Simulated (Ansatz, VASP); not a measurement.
## One calculation of Au, two programs

```
CELL_PARAMETERS angstrom
3.25280 0.00000 3.25280
-3.25280 -3.25280 0.00000
3.22113 -3.22113 -3.22113
ATOMIC_POSITIONS crystal
Au 0.33333 0.66667 0.83333
Au 0.33333 0.66667 0.33333
Au 0.00000 0.00000 0.50000
Au 0.66667 0.33333 0.66667
Au 0.00000 0.00000 0.00000
Au 0.66667 0.33333 0.16667
```

Alike in both runs: functional PBEsol; k mesh 12 × 12 × 6; occupations gaussian, width 0.1 eV; no spin polarisation.

Ansatz relaxed the structure, and its values are those at the end. VASP's run is a single point on that final structure, the one shown.

```csv
,VASP,Ansatz
version,VASP 6.6.1,Ansatz 0.2.0
potentials or method,"VASP PAW PBE potentials, release 64 (Au), cutoff 520 eV","scalar-relativistic, plane waves, PAW"
valence electrons in the cell,66,114
```

```csv
,VASP,Ansatz,Ansatz less VASP
gap on the k mesh at the Fermi level (eV),none,none,-
pressure (GPa),-0.2,0.1,+0.31
```

VASP's potentials were made for PBE, not for PBEsol. A gap of «none» marks a metal or a gap that the smearing closes. VASP's potentials hold 66 valence electrons a cell and Ansatz's 114, so a difference there can come from the potentials and not from the codes.

Spin-orbit coupling is off throughout.
